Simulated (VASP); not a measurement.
SnSe:

```
CELL_PARAMETERS angstrom
5.07478 0.00000 0.00000
-2.53739 4.39489 0.00000
0.00000 0.00000 6.17368
ATOMIC_POSITIONS crystal
Sn 0.33333 0.66667 0.96086
Sn 0.66667 0.33333 0.46086
Se 0.33333 0.66667 0.41414
Se 0.66667 0.33333 0.91414
```

Base run:

| Property | Result |
| --- | --- |
| Program | VASP 6.6.1 |
| Functional | r2SCAN |
| Potentials or basis | VASP PAW PBE potentials, release 64 (Sn_d, Se) |
| Cutoff | 520 eV |
| k mesh | 6 × 6 × 4 |
| Occupations | gaussian, width 0.01 eV |
| Spin | no spin polarisation |

Its results: band gap on the k mesh 1.00 eV (least direct gap 1.03 eV); pressure 0.0 GPa; largest force 0.008 eV/Å.

**Question.** The run is repeated on the same cell with these changes: k mesh from 6 × 6 × 4 to 6 × 6 × 2. What comes out?

**Answer.** Band gap on the k mesh 0.99 eV (least direct gap 1.03 eV); pressure 0.7 GPa; largest force 0.197 eV/Å.

Caveats: some runs use coarse meshes; the PAW data sets were made with another functional, which shifts forces and pressure a little; spin-orbit coupling is left out, which moves the levels of the heavy elements.

A k mesh can miss the band edges.
